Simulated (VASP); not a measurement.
# MgO (P-6m2) in VASP: settings compared, part 2 of 2

VASP 6.6.1.

**4. Single point, PBEsol**

INCAR

```
  PREC = Accurate
  ENCUT = 520
  EDIFF = 1E-6
  ISMEAR = -1
  SIGMA = 0.05
  LREAL = False
  LASPH = True
  NELM = 60
  ALGO = Normal
  ISIF = 2
  LWAVE = False
  LCHARG = True
  GGA = PS
  LELF = True
  LVHAR = True
  NBANDS = 11
```

KPOINTS

```
regular mesh
0
Gamma
  10 10 10
```

POSCAR

```
MgO
1.0
    2.9380209034      0.0000000000      0.0000000000
   -1.4690104517      2.5444007392      0.0000000000
    0.0000000000      0.0000000000      2.6796800000
Mg O
1 1
Direct
    0.0000000000      0.0000000000      0.0000000000
    0.3333333333      0.6666666667      0.5000000000
```

Potentials or basis: VASP PAW PBE potentials, release 64 (Mg, O).

Command:

```sh
$ cat potpaw_PBE.64/Mg/POTCAR potpaw_PBE.64/O/POTCAR > POTCAR
$ mpirun -np 1 vasp_std > vasp.out
```

OUTCAR:

```text
PREC = Accurate
   ENCUT = 520
   EDIFF = 1E-6
   ISMEAR = -1
   LREAL = False
   LASPH = True
   NELM = 60
   ISIF = 2
   GGA = PS

 ion  position               nearest neighbor table
   1  0.000  0.000  0.000-   2 2.16   2 2.16   2 2.16   2 2.16   2 2.16   2 2.16
   2  0.333  0.667  0.500-   1 2.16   1 2.16   1 2.16   1 2.16   1 2.16   1 2.16

  LATTYP: Found a hexagonal cell.
 ALAT       =     2.9380209034
 C/A-ratio  =     0.9120697531

  Lattice vectors:

 A1 = (   2.9380209034,   0.0000000000,   0.0000000000)
 A2 = (  -1.4690104517,   2.5444007392,   0.0000000000)
 A3 = (   0.0000000000,   0.0000000000,   2.6796800000)

Analysis of symmetry for initial positions (statically):
=====================================================================
 Subroutine PRICEL returns:
 Original cell was already a primitive cell.

 Routine SETGRP: Setting up the symmetry group for a
 hexagonal supercell.

 Subroutine GETGRP returns: Found 12 space group operations
 (whereof 12 operations were pure point group operations)
 out of a pool of 24 trial point group operations.

The static configuration has the point symmetry D_3h.
[... 164 lines left out ...]
 cond. band min:       6.1045900407   @ k =   0.0000   0.0000   0.0000
 fundamental gap:      2.9276546665
 Fermi energy:         4.2111161082

 k-point     1 :       0.0000    0.0000    0.0000
  band No.  band energies     occupation
      1     -14.1885      2.00000
      2       2.5765      2.00000
      3       2.5765      2.00000
      4       2.7780      2.00000
      5       6.1046      0.00000
      6      14.8768      0.00000
      7      18.6321      0.00000
      8      18.6321      0.00000
      9      22.8346      0.00000
     10      23.9424      0.00000
     11      25.5600      0.00000
[... 309 lines left out ...]
 k-point    24 :       0.4000    0.1000    0.1000
  band No.  band energies     occupation
      1     -13.0692      2.00000
      2      -1.4505      2.00000
      3       1.5404      2.00000
      4       2.6871      2.00000
      5      10.1604      0.00000
      6      13.5496      0.00000
      7      16.4981      0.00000
      8      20.3189      0.00000
      9      20.9685      0.00000
     10      25.5989      0.00000
     11      26.8647      0.00000

 [... further k-points ...]
[... 5 lines left out ...]
  --------------------------------------------------------------------------------------
  -------------------------------------------------------------------------------------
  Total       -0.5315739     -0.5315739     -0.5656736      0.0000000      0.0000000      0.0000000
  in kB      -42.5158539    -42.5158539    -45.2431811      0.0000000      0.0000000      0.0000000
  external PRESSURE =     -43.4249630 kB  Pullay stress =       0.0000000 kB

 VOLUME and BASIS-vectors are now :
 -----------------------------------------------------------------------------
  energy-cutoff  :      520.00
  volume of cell :       20.03
      direct lattice vectors                 reciprocal lattice vectors
     2.938020903  0.000000000  0.000000000     0.340365175  0.196509926  0.000000000
    -1.469010452  2.544400739  0.000000000     0.000000000  0.393019851  0.000000000
     0.000000000  0.000000000  2.679680000     0.000000000  0.000000000  0.373178887

 POSITION                                       TOTAL-FORCE (eV/Angst)
 -----------------------------------------------------------------------------------
      0.00000      0.00000      0.00000         0.000000      0.000000      0.000000
     -0.00000      1.69627      1.33984        -0.000000     -0.000000      0.000000
 -----------------------------------------------------------------------------------
    total drift:                                0.000000     -0.000000     -0.000000

  FREE ENERGIE OF THE ION-ELECTRON SYSTEM (eV)
  ---------------------------------------------------
  free  energy   TOTEN  =       -11.8165344663 eV

  energy  without entropy=      -11.8165344663  energy(sigma->0) =      -11.81653447
```

It took 36 s on 1 thread of Intel Xeon 8259CL, shared host; peak memory 0.15 GiB.

Results:

| Item | Value |
| --- | --- |
| Free energy | -11.8165 eV |
| Pressure | -4.3 GPa |
| Band gap on the k mesh | 2.93 eV, indirect (least direct gap 3.33 eV) |

Caveat: the PAW data sets were made with another functional, which shifts forces and pressure a little. Expect the measured gap to be larger: semilocal functionals such as PBEsol lack the derivative discontinuity.

**5. Single point, LDA (volume scaled by 1.02)**

INCAR

```
SYSTEM = MgO
ALGO = Normal ; EDIFF = 1E-7
ENCUT = 520 ; ISIF = 2
ISMEAR = -1 ; LASPH = .True.
LCHARG = .False. ; LREAL = .False.
LWAVE = .False. ; NBANDS = 11
NELM = 80 ; PREC = Accurate
SIGMA = 0.05
```

KPOINTS

```
k-points
0
Gamma
  10 10 10
  0 0 0
```

POSCAR

```
MgO
1.0
    2.9574785625      0.0000000000      0.0000000000
   -1.4787392813      2.5612515663      0.0000000000
    0.0000000000      0.0000000000      2.6974267424
Mg O
1 1
Direct
    0.0000000000      0.0000000000      0.0000000000
    0.3333333333      0.6666666667      0.5000000000
```

Potentials or basis: VASP PAW LDA potentials, release 64 (Mg, O).

Command:

```sh
$ cat potpaw_LDA.64/Mg/POTCAR potpaw_LDA.64/O/POTCAR > POTCAR
$ mpirun -np 1 vasp_std > vasp.out
```

Run time: 36 s. Hardware: 1 thread of Intel Xeon 8259CL, shared host; peak memory 0.14 GiB.

Results (log left out):

| Quantity | Value |
| --- | --- |
| Free energy | -12.6460 eV |
| Pressure | -13.2 GPa |
| Band gap on the k mesh | 2.81 eV, indirect (least direct gap 3.20 eV) |

Stress tensor (GPa, compression positive):
```
-12.49   0.00   0.00
  0.00 -12.49   0.00
  0.00   0.00 -14.63
```

Levels at points of the mesh, in eV from the valence-band top:
```csv
k point,band 1,band 2,band 3,band 4,band 5,band 6,band 7,band 8,band 9
"(0.00, 0.00, 0.00)",-17.05,-0.58,-0.58,-0.40,2.81,11.57,15.14,15.14,19.42
"(0.50, 0.00, 0.00)",-16.00,-4.85,-1.29,-0.04,6.35,10.14,12.75,17.22,18.40
"(0.00, 0.00, 0.50)",-15.97,-5.32,-0.08,-0.08,7.99,8.71,17.17,17.17,18.12
"(0.50, 0.00, 0.50)",-15.24,-3.68,-3.32,-0.80,5.57,11.08,13.45,14.43,14.74
```

 A k mesh can miss the band edges.

**6. The runs side by side**

| level | potentials or basis | cell | gap on the mesh (eV) | pressure (GPa) |
| --- | --- | --- | --- | --- |
| LDA | VASP PAW LDA potentials, release 64 (Mg, O) | a = 2.938, b = 2.938, c = 2.680 Å, angles 90.0, 90.0, 120.0°, 2 atoms | 2.95 | -11.0 |
| PBEsol | VASP PAW PBE potentials, release 64 (Mg, O) | a = 2.918, b = 2.918, c = 2.662 Å, angles 90.0, 90.0, 120.0°, 2 atoms | 3.08 | -1.6 |
| PBEsol | VASP PAW PBE potentials, release 64 (Mg, O) | a = 2.938, b = 2.938, c = 2.680 Å, angles 90.0, 90.0, 120.0°, 2 atoms | 2.93 | -4.3 |
| LDA | VASP PAW LDA potentials, release 64 (Mg, O) | a = 2.957, b = 2.957, c = 2.697 Å, angles 90.0, 90.0, 120.0°, 2 atoms | 2.81 | -13.2 |

Alike in all rows: task single point; no spin polarisation; k mesh 10 × 10 × 10; cutoff (eV) 520; smearing fermi-dirac 0.05 eV.

Caveats: the PAW data sets were made with another functional, which shifts forces and pressure a little (some runs).

Total energies depend on the potentials used, so only differences within one code and one set of settings carry meaning.
